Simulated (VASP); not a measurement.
# CsH (Imm2) in VASP: single point with LDA

Aim: the single point of CsH with LDA.

Program: VASP 6.6.1. These are calculated values, not measurements. Logs are shortened: lines on timing, memory, paths and dates and some standing lists are left out, and cuts for length are marked.

## (1) The cell of the first run

It takes space group Imm2 (No. 44, orthorhombic). The conventional cell has a = 4.509 Å, b = 6.376 Å, c = 4.509 Å, α = 90.00°, β = 90.00°, γ = 90.00°. Cs (site symmetry mm2) has 4 H at 2.66 to 3.30 Å within 3.5 Å. Within 3.5 Å of H (site symmetry mm2) lie 4 Cs at 2.66 to 3.30 Å.

## (2) Single point, LDA (atom 2 (H) moved by (-0.600, -0.600) A along x and z)

INCAR reads:

```
ALGO = Normal ; EDIFF = 1E-6
ENCUT = 520 ; ISIF = 2
ISMEAR = 0 ; LASPH = True
LCHARG = False ; LREAL = False
LWAVE = False ; NBANDS = 12
NELM = 100 ; PREC = Accurate
SIGMA = 0.05
```

KPOINTS reads:

```
k-points
0
Gamma
  8 8 8
```

POSCAR reads:

```
CsH
1.0
    0.0000000000      3.1880000000      3.1880000000
    3.1880000000      0.0000000000      3.1880000000
    3.1880000000      3.1880000000      0.0000000000
Cs H
1 1
Direct
    0.0000000000      0.0000000000      0.0000000000
    0.5000000000      0.3117942284      0.5000000000
```

Potentials or basis: VASP PAW LDA potentials, release 64 (Cs_sv, H).

Started as:

```console
$ cat potpaw_LDA.64/Cs_sv/POTCAR potpaw_LDA.64/H/POTCAR > POTCAR
$ mpirun -np 1 vasp_std > vasp.out
```

OUTCAR:

```text
EDIFF = 1E-6
   ENCUT = 520
   ISIF = 2
   ISMEAR = 0
   LASPH = True
   LREAL = False
   NELM = 100
   PREC = Accurate

 ion  position               nearest neighbor table
   1  0.000  0.000  0.000-
   2  0.500  0.312  0.500-

  LATTYP: Found a face centered cubic cell.
 ALAT       =     6.3760000000

  Lattice vectors:

 A1 = (   0.0000000000,   3.1880000000,   3.1880000000)
 A2 = (   3.1880000000,   0.0000000000,   3.1880000000)
 A3 = (   3.1880000000,   3.1880000000,   0.0000000000)

Analysis of symmetry for initial positions (statically):
=====================================================================
 Subroutine PRICEL returns:
 Original cell was already a primitive cell.

 Routine SETGRP: Setting up the symmetry group for a
 face centered cubic supercell.

 Subroutine GETGRP returns: Found  4 space group operations
 (whereof  4 operations were pure point group operations)
 out of a pool of 48 trial point group operations.

The static configuration has the point symmetry C_2v.

Analysis of symmetry for dynamics (positions and initial velocities):
=====================================================================
 Subroutine PRICEL returns:
 Original cell was already a primitive cell.

 Routine SETGRP: Setting up the symmetry group for a
 face centered cubic supercell.

 Subroutine GETGRP returns: Found  4 space group operations
 (whereof  4 operations were pure point group operations)
 out of a pool of 48 trial point group operations.

The dynamic configuration has the point symmetry C_2v.

 Subroutine INISYM returns: Found  4 space group operations
 (whereof  4 operations are pure point group operations),
 and found     1 'primitive' translations

----------------------------------------------------------------------------------------

                                     Primitive cell

  volume of cell :      64.8015

  direct lattice vectors                    reciprocal lattice vectors
     0.000000000  3.188000000  3.188000000    -0.156838143  0.156838143  0.156838143
     3.188000000  0.000000000  3.188000000     0.156838143 -0.156838143  0.156838143
     3.188000000  3.188000000  0.000000000     0.156838143  0.156838143 -0.156838143

  length of vectors
     4.508512837  4.508512837  4.508512837     0.271651632  0.271651632  0.271651632

  position of ions in fractional coordinates (direct lattice)
     0.000000000  0.000000000  0.000000000
     0.500000000  0.311794228  0.500000000

  ion indices of the primitive-cell ions
   primitive index   ion index
                 1           1
                 2           2

----------------------------------------------------------------------------------------

 KPOINTS: k-points

Automatic generation of k-mesh.
 Grid dimensions read from file:
 generate k-points for:    8    8    8

 Generating k-lattice:

  Cartesian coordinates                     Fractional coordinates (reciprocal lattice)
    -0.019604768  0.019604768  0.019604768     0.125000000  0.000000000  0.000000000
     0.019604768 -0.019604768  0.019604768     0.000000000  0.125000000  0.000000000
     0.019604768  0.019604768 -0.019604768     0.000000000  0.000000000  0.125000000

  Length of vectors
     0.033956454  0.033956454  0.033956454

  Shift w.r.t. Gamma in fractional coordinates (k-lattice)
     0.000000000  0.000000000  0.000000000

 Subroutine IBZKPT returns following result:
 ===========================================

 Found     95 irreducible k-points:

 Following reciprocal coordinates:
            Coordinates               Weight
  0.000000  0.000000  0.000000      1.000000
  0.125000  0.000000  0.000000      4.000000
  0.000000  0.125000  0.000000      4.000000
  0.250000  0.000000  0.000000      4.000000
  0.000000  0.250000  0.000000      4.000000
  0.375000  0.000000  0.000000      4.000000
[... 16 lines left out ...]
  0.500000  0.375000  0.500000      4.000000
 -0.375000  0.125000  0.000000      8.000000
 [... further k-points ...]
   k-points           NKPTS =     95   k-points in BZ     NKDIM =     95   number of bands    NBANDS=     12
   number of dos      NEDOS =    301   number of ions     NIONS =      2
   total plane-waves  NPLWV =  46656
   dimension x,y,z NGX =    36 NGY =   36 NGZ =   36
   dimension x,y,z NGXF=    72 NGYF=   72 NGZF=   72
   ions per type =               1   1
   NGX,Y,Z   is equivalent  to a cutoff of  13.27, 13.27, 13.27 a.u.
   NGXF,Y,Z  is equivalent  to a cutoff of  26.55, 26.55, 26.55 a.u.
 SYSTEM =  unknown system
   PREC   = accura    normal or accurate (medium, high low for compatibility)
   ISTART =      0    job   : 0-new  1-cont  2-samecut
   ICHARG =      2    charge: 1-file 2-atom 10-const
   ISPIN  =      1    spin polarized calculation?
   LNONCOLLINEAR =      F non collinear calculations
   LSORBIT =      F    spin-orbit coupling
   LASPH  =      T    aspherical Exc in radial PAW
   ENCUT  =  520.0 eV  38.22 Ry    6.18 a.u.   8.38  8.38  8.38*2*pi/ulx,y,z
   NELM   =    100;   NELMIN=  2; NELMDL= -5     # of ELM steps
   EDIFF  = 0.1E-05   stopping-criterion for ELM
   LREAL  =      F    real-space projection
   EDIFFG = 0.1E-04   stopping-criterion for IOM
   NSW    =      0    number of steps for IOM
   IBRION =     -1    ionic relax: 0-MD 1-quasi-New 2-CG
   NFREE  =      0    steps in history (QN), initial steepest desc. (CG)
   ISIF   =      2    stress and relaxation
   ISYM   =      2    0-nonsym 1-usesym 2-fastsym
   POTIM  = 0.5000    time-step for ionic-motion
   TEBEG  =    0.0;   TEEND  =   0.0 temperature during run
   PSTRESS=    0.0 pullay stress
   NELECT =      10.0000    total number of electrons
   NUPDOWN=      -1.0000    fix difference up-down
   EMIN   =  10.00;   EMAX   =-10.00  energy-range for DOS
   EFERMI =   0.00;   METHOD = LEGACY
   ISMEAR =     0;   SIGMA  =   0.05  broadening in eV -4-tet -1-fermi 0-gaus
   EFERMI_NEDOS =   21; number of points for ismear=-14 and -15
   IALGO  =     38    algorithm
   IMIX   =      4    mixing-type and parameters
     AMIX     =   0.40;   BMIX     =  1.00
     AMIX_MAG =   1.60;   BMIX_MAG =  1.00
  volume/ion in A,a.u.               =      32.40       218.65
  Fermi-wavevector in a.u.,A,eV,Ry     =   0.878105  1.659378 10.491026  0.771069
  Thomas-Fermi vector in A             =   1.998146
   LORBIT       =      0    0 simple, 1 ext, 2 COOP (PROOUT), +10 PAW based schemes
   GGA     = CA    functional components
   LHFCALC =     F    Hartree Fock is set to
   AEXX    =    0.0000 exact exchange contribution
   IVDW    =     0    specifies the selected vdW correction
   LEPSILON=     F    determine dielectric tensor
   LRPA    =     F    only Hartree local field effects (RPA)
 non-spin polarized calculation
 Gauss-broadening in eV      SIGMA  =   0.05
  energy-cutoff  :      520.00
  volume of cell :       64.80
 maximum number of plane-waves:      1807
 NGX is ok and might be reduce to    36
   NGX = 17   NGY = 17   NGZ = 17

 number of electron      10.0000000 magnetization

 number of electron       9.9999999 magnetization

 Free energy of the ion-electron system (eV)
  ---------------------------------------------------
  ext. energy  EPLUGINS =         0.00000000
  ---------------------------------------------------
  free energy    TOTEN  =        -4.68909210 eV

  energy without entropy =       -4.68909210  energy(sigma->0) =       -4.68909210

 E-fermi :   0.3739     XC(G=0):  -7.4731

 val. band max:        0.1258889924   @ k =   0.5000   0.0000   0.0000
 cond. band min:       1.9995901315   @ k =   0.5000   0.0000   0.0000
 fundamental gap:      1.8737011391
 Fermi energy:         0.3739465526

 k-point     1 :       0.0000    0.0000    0.0000
  band No.  band energies     occupation
      1     -21.3210      2.00000
      2      -7.8476      2.00000
      3      -7.7989      2.00000
      4      -7.7300      2.00000
      5      -1.7546      2.00000
      6       4.1713      0.00000
      7       4.9442      0.00000
      8       5.0624      0.00000
      9       5.8728      0.00000
     10       6.7123      0.00000
     11       7.0463      0.00000
     12       8.4361      0.00000

 k-point     2 :       0.1250    0.0000    0.0000
  band No.  band energies     occupation
      1     -21.3089      2.00000
      2      -7.9284      2.00000
      3      -7.8527      2.00000
      4      -7.7870      2.00000
      5      -1.4766      2.00000
      6       3.8406      0.00000
      7       4.9251      0.00000
      8       5.0768      0.00000
      9       5.6503      0.00000
     10       6.4841      0.00000
     11       7.4275      0.00000
     12       9.1669      0.00000

 k-point     3 :       0.0000    0.1250    0.0000
  band No.  band energies     occupation
      1     -21.3092      2.00000
      2      -7.9815      2.00000
      3      -7.8252      2.00000
      4      -7.7451      2.00000
      5      -1.5316      2.00000
      6       3.9905      0.00000
      7       4.7721      0.00000
      8       5.1812      0.00000
      9       5.8053      0.00000
     10       6.4500      0.00000
     11       6.8986      0.00000
     12       9.1299      0.00000

 k-point     4 :       0.2500    0.0000    0.0000
  band No.  band energies     occupation
      1     -21.2793      2.00000
      2      -8.2716      2.00000
      3      -7.8858      2.00000
      4      -7.8328      2.00000
      5      -0.8269      2.00000
      6       3.0291      0.00000
      7       4.7549      0.00000
      8       5.0985      0.00000
      9       6.0048      0.00000
     10       6.5547      0.00000
     11       7.4082      0.00000
     12      10.3013      0.00000

 k-point     5 :       0.0000    0.2500    0.0000
  band No.  band energies     occupation
      1     -21.2806      2.00000
      2      -8.3002      2.00000
      3      -7.8614      2.00000
      4      -7.7809      2.00000
      5      -1.0320      2.00000
      6       3.3957      0.00000
      7       4.6350      0.00000
      8       5.1128      0.00000
      9       6.0667      0.00000
     10       6.5896      0.00000
     11       6.7645      0.00000
     12      10.6484      0.00000
[... 228 lines left out ...]
      1     -21.2353      2.00000
      2      -8.6436      2.00000
      3      -7.9592      2.00000
      4      -7.9024      2.00000
      5      -0.3892      2.00000
      6       2.6589      0.00000
      7       4.4602      0.00000
      8       4.8109      0.00000
      9       7.0316      0.00000
     10       8.2118      0.00000
     11       8.3412      0.00000
     12       9.3056      0.00000

 k-point    22 :       0.1250    0.0000    0.5000
  band No.  band energies     occupation
      1     -21.2334      2.00000
      2      -8.6366      2.00000
      3      -7.9750      2.00000
      4      -7.9528      2.00000
      5      -0.0375      2.00000
      6       2.3151      0.00000
      7       4.3810      0.00000
      8       4.8415      0.00000
      9       7.4890      0.00000
     10       7.9621      0.00000
     11       8.6912      0.00000
     12       9.2516      0.00000

 k-point    23 :       0.5000    0.3750    0.5000
  band No.  band energies     occupation
      1     -21.2357      2.00000
      2      -8.6424      2.00000
      3      -7.9920      2.00000
      4      -7.8591      2.00000
      5      -0.4659      2.00000
      6       2.7577      0.00000
      7       4.4424      0.00000
      8       4.9134      0.00000
      9       6.6883      0.00000
     10       8.3077      0.00000
     11       8.4245      0.00000
     12       9.3118      0.00000

 k-point    24 :      -0.3750    0.1250    0.0000
  band No.  band energies     occupation
      1     -21.2375      2.00000
      2      -8.6020      2.00000
      3      -8.0189      2.00000
      4      -7.8960      2.00000
      5      -0.1025      2.00000
      6       2.3851      0.00000
      7       4.4288      0.00000
      8       4.8661      0.00000
      9       7.0994      0.00000
     10       7.7279      0.00000
     11       8.6902      0.00000
     12       9.4545      0.00000

 [... further k-points ...]

------------------------ aborting loop because EDIFF is reached ----------------------------------------

  FORCE on cell =-STRESS in cart. coord.  units (eV):
  Direction    XX          YY          ZZ          XY          YZ          ZX
  --------------------------------------------------------------------------------------
  -------------------------------------------------------------------------------------
  Total        0.5417579     -0.7259316      0.5417579      0.0000000      0.0000000     -0.4320380
  in kB       13.3946368    -17.9482192     13.3946368      0.0000000      0.0000000    -10.6818769
  external PRESSURE =       2.9470181 kB  Pullay stress =       0.0000000 kB

 VOLUME and BASIS-vectors are now :
 -----------------------------------------------------------------------------
  energy-cutoff  :      520.00
  volume of cell :       64.80
      direct lattice vectors                 reciprocal lattice vectors
     0.000000000  3.188000000  3.188000000    -0.156838143  0.156838143  0.156838143
     3.188000000  0.000000000  3.188000000     0.156838143 -0.156838143  0.156838143
     3.188000000  3.188000000  0.000000000     0.156838143  0.156838143 -0.156838143

 POSITION                                       TOTAL-FORCE (eV/Angst)
 -----------------------------------------------------------------------------------
      0.00000      0.00000      0.00000        -0.388475      0.000000     -0.388475
      2.58800      3.18800      2.58800         0.388475     -0.000000      0.388475
 -----------------------------------------------------------------------------------
    total drift:                               -0.000030     -0.000000     -0.000030

  FREE ENERGIE OF THE ION-ELECTRON SYSTEM (eV)
  ---------------------------------------------------
  free  energy   TOTEN  =        -4.6890921010 eV

  energy  without entropy=       -4.6890921010  energy(sigma->0) =       -4.68909210
```

Run time: 52 s. Hardware: 1 thread of Intel Xeon Platinum 8375C at 2.90GHz (Ice Lake), shared host; peak memory 0.22 GiB.

Results:

```
Free energy            : -4.6891 eV
Pressure               : 0.3 GPa
Largest force          : 0.549 eV/Å
Band gap on the k mesh : 1.87 eV, direct
```

Forces on the atoms (eV/Å):
```
Cs  -0.388  0.000 -0.388
H    0.388  0.000  0.388
```

Caveat: the cell differs from its parent crystal (atom 2 (H) moved by (-0.600, -0.600) A along x and z); spin-orbit coupling is left out, which moves the levels of the heavy elements.
